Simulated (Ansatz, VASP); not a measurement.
# ReRh2 in VASP and in Ansatz

```xyz
3
Lattice="4.3173 0.0000 0.0000 -2.1587 3.7389 0.0000 0.0000 0.0000 2.6760" Properties=species:S:1:pos:R:3 pbc="T T T"
Re    0.0000    0.0000    0.0000
Rh    0.0000    2.4926    1.3380
Rh    2.1587    1.2463    1.3380
```

Alike in both runs: functional PBE; k mesh 12 × 12 × 18; occupations gaussian, width 0.1 eV; no spin polarisation.

Ansatz relaxed the structure, and its values are those at the end. VASP's run is a single point on that final structure, the one shown.

|  | VASP | Ansatz |
| --- | --- | --- |
| version | VASP 6.6.1 | Ansatz 0.2.0 |
| potentials or method | VASP PAW PBE potentials, release 64 (Re, Rh_pv), cutoff 520 eV | scalar-relativistic, plane waves, PAW |
| valence electrons in the cell | 37 | 49 |

Ansatz gave:

| Property | Result |
| --- | --- |
| gap on the k mesh at the Fermi level (eV) | none |
| pressure (GPa) | 0.0 |

Q: Estimate VASP's values.

A: gap on the k mesh at the Fermi level (eV): none; pressure (GPa): -0.1.

A gap of «none» marks a metal or a gap that the smearing closes. VASP's potentials hold 37 valence electrons a cell and Ansatz's 49, so a difference there can come from the potentials and not from the codes.

Neither program's run includes spin-orbit coupling.
